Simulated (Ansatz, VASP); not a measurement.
# BN: VASP and Ansatz over several settings

```
CELL_PARAMETERS angstrom
2.51479 0.00000 0.00000
-1.25739 2.17787 0.00000
0.00000 0.00000 6.67965
ATOMIC_POSITIONS crystal
N 0.66667 0.33333 0.25000
N 0.33333 0.66667 0.75000
B 0.66667 0.33333 0.75000
B 0.33333 0.66667 0.25000
```

Single points on this cell with VASP 6.6.1 and Ansatz 0.2.0. Each row is one pair of runs. Alike in all rows: spin: off; k mesh: 12 × 12 × 4; smearing: fermi-dirac, width 0.05 eV; VASP's potentials, cutoff: VASP PAW PBE potentials, release 64 (N, B), 520 eV.

| level | Ansatz's potentials, cutoff | gap on the k mesh at the Fermi level (eV), VASP | gap on the k mesh at the Fermi level (eV), Ansatz | least direct gap on the mesh (eV), VASP | least direct gap on the mesh (eV), Ansatz | pressure (GPa), VASP | pressure (GPa), Ansatz |
| --- | --- | --- | --- | --- | --- | --- | --- |
| r2SCAN+D4 | Ansatz PAW, 500 eV | 4.86 | ? | 5.29 | ? | -4.3 | ? |
| r2SCAN | Ansatz PAW, 500 eV | 4.86 | 4.82 | 5.29 | 5.25 | -3.3 | -3.7 |
| RPBE | Ansatz PAW, 420 eV | 4.37 | 4.38 | 4.68 | 4.69 | 4.1 | 4.0 |

**Question.** Fill in what Ansatz gave in row 1.

**Answer.** gap on the k mesh at the Fermi level (eV): 4.82; least direct gap on the mesh (eV): 5.25; pressure (GPa): -4.7.
